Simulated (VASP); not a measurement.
# PbO2 (P4_2/mnm) in VASP: notebook, part 2 of 2

VASP 6.6.1. Earlier steps stand in the parts before.

### 5 Single point, PBEsol (biaxial strain in the a-b plane: +3.0 %)

Contents of INCAR:

```
PREC = Accurate ; ENCUT = 520
EDIFF = 1E-6 ; ISMEAR = 0
SIGMA = 0.1 ; LREAL = False
LASPH = True ; NELM = 60
ALGO = Normal ; ISIF = 2
LWAVE = False ; LCHARG = True
GGA = PS ; LELF = True
LVHAR = True ; NBANDS = 35
```

Contents of KPOINTS:

```
Automatic mesh
0
Gamma
  8 8 10
```

Contents of POSCAR:

```
PbO2
1.0
    5.1471785214      0.0000000000      0.0000000000
    0.0000000000      5.1471785214      0.0000000000
    0.0000000000      0.0000000000      3.3501489129
Pb O
2 4
Direct
    0.0000000000      0.0000000000      0.0000000000
    0.5000000000      0.5000000000      0.5000000000
    0.3078250701      0.3078250701      0.0000000000
    0.1921749299      0.8078250701      0.5000000000
    0.6921749299      0.6921749299      0.0000000000
    0.8078250701      0.1921749299      0.5000000000
```

Potentials or basis: VASP PAW PBE potentials, release 64 (Pb_d, O).

The run is started by

```
> cat potpaw_PBE.64/Pb_d/POTCAR potpaw_PBE.64/O/POTCAR > POTCAR
> mpirun -np 1 vasp_std > vasp.out
```

OUTCAR:

```text
PREC = Accurate
   ENCUT = 520
   EDIFF = 1E-6
   ISMEAR = 0
   LREAL = False
   LASPH = True
   NELM = 60
   ISIF = 2
   GGA = PS

 ion  position               nearest neighbor table
   1  0.000  0.000  0.000-   4 2.18   6 2.18   4 2.18   6 2.18   5 2.24   3 2.24   2 4.01   2 4.01
                             2 4.01   2 4.01   2 4.01   2 4.01   2 4.01   2 4.01
   2  0.500  0.500  0.500-   3 2.18   5 2.18   3 2.18   5 2.18   4 2.24   6 2.24   1 4.01   1 4.01
                             1 4.01   1 4.01   1 4.01   1 4.01   1 4.01   1 4.01
   3  0.308  0.308  0.000-   2 2.18   2 2.18   1 2.24
   4  0.192  0.808  0.500-   1 2.18   1 2.18   2 2.24
   5  0.692  0.692  0.000-   2 2.18   2 2.18   1 2.24
   6  0.808  0.192  0.500-   1 2.18   1 2.18   2 2.24

  LATTYP: Found a simple tetragonal cell.
 ALAT       =     5.1471785214
 C/A-ratio  =     0.6508709381

  Lattice vectors:

 A1 = (   5.1471785214,   0.0000000000,   0.0000000000)
 A2 = (   0.0000000000,   5.1471785214,   0.0000000000)
 A3 = (   0.0000000000,   0.0000000000,   3.3501489129)

Analysis of symmetry for initial positions (statically):
=====================================================================
 Subroutine PRICEL returns:
 Original cell was already a primitive cell.

 Routine SETGRP: Setting up the symmetry group for a
 simple tetragonal supercell.

 Subroutine GETGRP returns: Found 16 space group operations
 (whereof  8 operations were pure point group operations)
 out of a pool of 16 trial point group operations.

The static configuration has the point symmetry D_2h.
 The point group associated with its full space group is D_4h.

Analysis of symmetry for dynamics (positions and initial velocities):
=====================================================================
 Subroutine PRICEL returns:
 Original cell was already a primitive cell.

 Routine SETGRP: Setting up the symmetry group for a
 simple tetragonal supercell.

 Subroutine GETGRP returns: Found 16 space group operations
 (whereof  8 operations were pure point group operations)
 out of a pool of 16 trial point group operations.

[... 133 lines left out ...]
   LORBIT       =      0    0 simple, 1 ext, 2 COOP (PROOUT), +10 PAW based schemes
   GGA     = PS    functional components
   LHFCALC =     F    Hartree Fock is set to
   AEXX    =    0.0000 exact exchange contribution
   IVDW    =     0    specifies the selected vdW correction
   LEPSILON=     F    determine dielectric tensor
   LRPA    =     F    only Hartree local field effects (RPA)
 non-spin polarized calculation
 Gauss-broadening in eV      SIGMA  =   0.10
  energy-cutoff  :      520.00
  volume of cell :       88.76
 maximum number of plane-waves:      2425
 NGX is ok and might be reduce to    40
   NGX = 19   NGY = 19   NGZ = 13

 number of electron      51.9999986 magnetization

 Free energy of the ion-electron system (eV)
  ---------------------------------------------------
  ext. energy  EPLUGINS =         0.00000000
  ---------------------------------------------------
  free energy    TOTEN  =       -34.00370069 eV

  energy without entropy =      -34.00113938  energy(sigma->0) =      -34.00242003

 E-fermi :   3.6449     XC(G=0): -10.6284

 val. band max:        3.6436082849   @ k =   0.0000   0.0000   0.1000
 cond. band min:       3.6487796815   @ k =   0.1250   0.1250   0.0000
 fundamental gap:      0.0051713965
 Fermi energy:         3.6448959034

 k-point     1 :       0.0000    0.0000    0.0000
  band No.  band energies     occupation
      1     -14.4335      2.00000
      2     -14.3594      2.00000
      3     -12.7760      2.00000
      4     -12.7760      2.00000
      5     -11.8705      2.00000
      6     -11.7260      2.00000
[... 901 lines left out ...]
     34      14.8648      0.00000
     35      15.2909      0.00000

 [... further k-points ...]

------------------------ aborting loop because EDIFF is reached ----------------------------------------

  FORCE on cell =-STRESS in cart. coord.  units (eV):
  Direction    XX          YY          ZZ          XY          YZ          ZX
  --------------------------------------------------------------------------------------
  -------------------------------------------------------------------------------------
  Total       -2.5656924     -2.5656924     -0.6624971      0.0000000      0.0000000      0.0000000
  in kB      -46.3140327    -46.3140327    -11.9589202      0.0000000      0.0000000      0.0000000
  external PRESSURE =     -34.8623286 kB  Pullay stress =       0.0000000 kB

 VOLUME and BASIS-vectors are now :
 -----------------------------------------------------------------------------
  energy-cutoff  :      520.00
  volume of cell :       88.76
      direct lattice vectors                 reciprocal lattice vectors
     5.147178521  0.000000000  0.000000000     0.194281196  0.000000000  0.000000000
     0.000000000  5.147178521  0.000000000     0.000000000  0.194281196  0.000000000
     0.000000000  0.000000000  3.350148913     0.000000000  0.000000000  0.298494194

 POSITION                                       TOTAL-FORCE (eV/Angst)
 -----------------------------------------------------------------------------------
      0.00000      0.00000      0.00000        -0.000000     -0.000000      0.000000
      2.57359      2.57359      1.67507        -0.000000     -0.000000      0.000000
      1.58443      1.58443      0.00000         0.038383      0.038383      0.000000
      0.98916      4.15802      1.67507        -0.038383      0.038383      0.000000
      3.56275      3.56275      0.00000        -0.038383     -0.038383     -0.000000
      4.15802      0.98916      1.67507         0.038383     -0.038383      0.000000
 -----------------------------------------------------------------------------------
    total drift:                                0.000000      0.000000      0.000000

  FREE ENERGIE OF THE ION-ELECTRON SYSTEM (eV)
  ---------------------------------------------------
  free  energy   TOTEN  =       -34.0037006932 eV

  energy  without entropy=      -34.0011393766  energy(sigma->0) =      -34.00242003
```

OSZICAR:

```text
N       E                     dE             d eps       ncg     rms          rms(c)
DAV:   1     0.667437723695E+03    0.66744E+03   -0.25628E+04  6316   0.178E+03
DAV:   2     0.522564660296E+02   -0.61518E+03   -0.58373E+03  6891   0.488E+02
DAV:   3    -0.343718603223E+02   -0.86628E+02   -0.84084E+02  7531   0.202E+02
DAV:   4    -0.387555175244E+02   -0.43837E+01   -0.43440E+01  8068   0.479E+01
DAV:   5    -0.389025158407E+02   -0.14700E+00   -0.14673E+00  8255   0.892E+00    0.127E+01
DAV:   6    -0.340843802057E+02    0.48181E+01   -0.14829E+01  9522   0.467E+01    0.450E+00
DAV:   7    -0.340582533318E+02    0.26127E-01   -0.14817E+00  7325   0.883E+00    0.271E+00
DAV:   8    -0.340267086886E+02    0.31545E-01   -0.38459E-01  9312   0.515E+00    0.113E+00
DAV:   9    -0.340023391577E+02    0.24370E-01   -0.68046E-02  9691   0.322E+00    0.122E-01
DAV:  10    -0.340038041648E+02   -0.14650E-02   -0.10616E-02  6968   0.593E-01    0.119E-01
DAV:  11    -0.340037175973E+02    0.86567E-04   -0.33465E-04 10199   0.175E-01    0.481E-02
DAV:  12    -0.340037013638E+02    0.16233E-04   -0.65741E-05  7629   0.632E-02    0.125E-02
DAV:  13    -0.340037006932E+02    0.67066E-06   -0.33202E-06  7044   0.272E-02
   1 F= -.34003701E+02 E0= -.34002420E+02  d E =-.256132E-02
```

It took 2.5 min on 1 thread of Intel Xeon Platinum 8488C (Sapphire Rapids), shared host; peak memory 0.35 GiB.

Results:

| Item | Value |
| --- | --- |
| Free energy | -34.0037 eV |
| Pressure | -3.5 GPa |
| Largest force | 0.054 eV/Å |
| Band gap on the k mesh | 0.03 eV |

Forces in eV/Å, atoms in the order of the input:
```
Pb   0.000  0.000  0.000
Pb   0.000  0.000  0.000
O    0.038  0.038  0.000
O   -0.038  0.038  0.000
O   -0.038 -0.038  0.000
O    0.038 -0.038  0.000
```

Caveat: the cell differs from its parent crystal (biaxial strain in the a-b plane: +3.0 %); the cell stands under tension; the PAW data sets were made with another functional, which shifts forces and pressure a little; spin-orbit coupling is left out, which moves the levels of the heavy elements.

### 6 Single point, PBEsol (biaxial strain in the a-b plane: +4.5 %, then relaxed in part)

Contents of INCAR:

```
PREC = Accurate ; ENCUT = 520
EDIFF = 1E-7 ; ISMEAR = 0
SIGMA = 0.1 ; LREAL = False
LASPH = True ; NELM = 100
ALGO = Normal ; ISIF = 2
LWAVE = False ; LCHARG = False
GGA = PS ; NBANDS = 35
```

KPOINTS is that of step 5.

Contents of POSCAR:

```
PbO2
1.0
    5.2221374319      0.0000000000      0.0000000000
    0.0000000000      5.2221374319      0.0000000000
    0.0000000000      0.0000000000      3.3018066189
Pb O
2 4
Direct
    0.0000000000      0.0000000000      0.0000000000
    0.5000000000      0.5000000000      0.5000000000
    0.3092224077      0.3092224077      0.0000000000
    0.1907775923      0.8092224077      0.5000000000
    0.6907775923      0.6907775923      0.0000000000
    0.8092224077      0.1907775923      0.5000000000
```

Potentials or basis: VASP PAW PBE potentials, release 64 (Pb_d, O).

The run is started by

```
> cat potpaw_PBE.64/Pb_d/POTCAR potpaw_PBE.64/O/POTCAR > POTCAR
> mpirun -np 1 vasp_std > vasp.out
```

OUTCAR:

```text
PREC = Accurate
   ENCUT = 520
   EDIFF = 1E-7
   ISMEAR = 0
   LREAL = False
   LASPH = True
   NELM = 100
   ISIF = 2
   GGA = PS

 ion  position               nearest neighbor table
   1  0.000  0.000  0.000-   4 2.17   6 2.17   4 2.17   6 2.17   5 2.28   3 2.28   2 4.04   2 4.04
                             2 4.04   2 4.04   2 4.04   2 4.04   2 4.04   2 4.04
   2  0.500  0.500  0.500-   3 2.17   5 2.17   3 2.17   5 2.17   4 2.28   6 2.28   1 4.04   1 4.04
                             1 4.04   1 4.04   1 4.04   1 4.04   1 4.04   1 4.04
   3  0.309  0.309  0.000-   2 2.17   2 2.17   1 2.28
   4  0.191  0.809  0.500-   1 2.17   1 2.17   2 2.28
   5  0.691  0.691  0.000-   2 2.17   2 2.17   1 2.28
[... 1124 lines left out ...]
  Total       -3.2596556     -3.2596556      0.2130170     -0.0000000      0.0000000      0.0000000
  in kB      -58.0008116    -58.0008116      3.7903265     -0.0000000      0.0000000      0.0000000
  external PRESSURE =     -37.4037656 kB  Pullay stress =       0.0000000 kB

 VOLUME and BASIS-vectors are now :
 -----------------------------------------------------------------------------
  energy-cutoff  :      520.00
  volume of cell :       90.04
      direct lattice vectors                 reciprocal lattice vectors
     5.222137432  0.000000000  0.000000000     0.191492471  0.000000000  0.000000000
     0.000000000  5.222137432  0.000000000     0.000000000  0.191492471  0.000000000
     0.000000000  0.000000000  3.301806619     0.000000000  0.000000000  0.302864497

 POSITION                                       TOTAL-FORCE (eV/Angst)
 -----------------------------------------------------------------------------------
      0.00000      0.00000      0.00000         0.000000     -0.000000      0.000000
      2.61107      2.61107      1.65090         0.000000     -0.000000      0.000000
      1.61480      1.61480      0.00000        -0.018009     -0.018009     -0.000000
      0.99627      4.22587      1.65090         0.018009     -0.018009     -0.000000
      3.60734      3.60734      0.00000         0.018009      0.018009      0.000000
      4.22587      0.99627      1.65090        -0.018009      0.018009      0.000000
 -----------------------------------------------------------------------------------
    total drift:                                0.000000     -0.000000     -0.000000

  FREE ENERGIE OF THE ION-ELECTRON SYSTEM (eV)
  ---------------------------------------------------
  free  energy   TOTEN  =       -33.9253721261 eV

  energy  without entropy=      -33.9232552392  energy(sigma->0) =      -33.92431368
```

OSZICAR:

```text
N       E                     dE             d eps       ncg     rms          rms(c)
DAV:   1     0.672163580809E+03    0.67216E+03   -0.25767E+04  6300   0.177E+03
DAV:   2     0.537813202518E+02   -0.61838E+03   -0.58662E+03  6839   0.491E+02
DAV:   3    -0.342722990714E+02   -0.88054E+02   -0.85050E+02  7683   0.203E+02
DAV:   4    -0.386485937597E+02   -0.43763E+01   -0.43347E+01  7943   0.480E+01
DAV:   5    -0.388096987307E+02   -0.16110E+00   -0.16081E+00  8420   0.933E+00    0.126E+01
DAV:   6    -0.340097290356E+02    0.48000E+01   -0.14656E+01  9643   0.465E+01    0.453E+00
DAV:   7    -0.339799049391E+02    0.29824E-01   -0.14740E+00  7401   0.884E+00    0.271E+00
DAV:   8    -0.339480496141E+02    0.31855E-01   -0.38514E-01  9155   0.508E+00    0.113E+00
DAV:   9    -0.339239753827E+02    0.24074E-01   -0.66532E-02  9675   0.315E+00    0.126E-01
DAV:  10    -0.339254602843E+02   -0.14849E-02   -0.10707E-02  6888   0.592E-01    0.113E-01
DAV:  11    -0.339253869933E+02    0.73291E-04   -0.32494E-04 10181   0.174E-01    0.456E-02
DAV:  12    -0.339253731233E+02    0.13870E-04   -0.63245E-05  7732   0.629E-02    0.111E-02
DAV:  13    -0.339253728257E+02    0.29751E-06   -0.33082E-06  9719   0.264E-02    0.495E-03
DAV:  14    -0.339253720642E+02    0.76150E-06   -0.19264E-06  9196   0.141E-02    0.141E-03
DAV:  15    -0.339253721261E+02   -0.61885E-07   -0.12973E-07  4632   0.261E-03
   1 F= -.33925372E+02 E0= -.33924314E+02  d E =-.211689E-02
```

Run time: 2.6 min. Hardware: 1 thread of Intel Xeon Platinum 8488C (Sapphire Rapids), shared host; peak memory 0.35 GiB.

What came out:

```
Free energy            : -33.9254 eV
Pressure               : -3.7 GPa
Largest force          : 0.025 eV/Å
Band gap on the k mesh : 0.01 eV (least direct gap 0.09 eV)
```

Forces in eV/Å, atoms in the order of the input:
```
Pb   0.000  0.000  0.000
Pb   0.000  0.000  0.000
O   -0.018 -0.018  0.000
O    0.018 -0.018  0.000
O    0.018  0.018  0.000
O   -0.018  0.018  0.000
```

Caveat: the cell differs from its parent crystal (biaxial strain in the a-b plane: +4.5 %, then relaxed in part); the stress differs along the axes, from -6 to 0 GPa; the PAW data sets were made with another functional, which shifts forces and pressure a little; spin-orbit coupling is left out, which moves the levels of the heavy elements.

### 7 Overview

| cell | gap on the mesh (eV) | pressure (GPa) | largest force (eV/Å) |
| --- | --- | --- | --- |
| a = 5.072, b = 5.072, c = 3.369 Å, 6 atoms, atomic positions A | 0.02 | -1.2 | 0.01 |
| a = 5.072, b = 5.072, c = 3.381 Å, 6 atoms, atomic positions B | 0.05 | -1.8 | 0.02 |
| a = 5.147, b = 5.147, c = 3.333 Å, 6 atoms, atomic positions C | 0.01 | -2.5 | 0.02 |
| a = 5.147, b = 5.147, c = 3.350 Å, 6 atoms, atomic positions A | 0.03 | -3.5 | 0.05 |
| a = 5.222, b = 5.222, c = 3.302 Å, 6 atoms, atomic positions D | 0.01 | -3.7 | 0.03 |

Alike in all rows: task single point; level PBEsol; potentials or basis VASP PAW PBE potentials, release 64 (Pb_d, O); no spin polarisation; k mesh 8 × 8 × 10; cutoff (eV) 520; smearing gaussian 0.1 eV.

Caveats: the PAW data sets were made with another functional, which shifts forces and pressure a little; spin-orbit coupling is left out, which moves the levels of the heavy elements; the cell stands under tension (at least some runs); the stress differs along the axes, from -6 to 0 GPa (at least some runs).

Total energies depend on the potentials used, so only differences within one code and one set of settings carry meaning.

The gap in the log of VASP goes by the Fermi energy; the results here count the filled bands.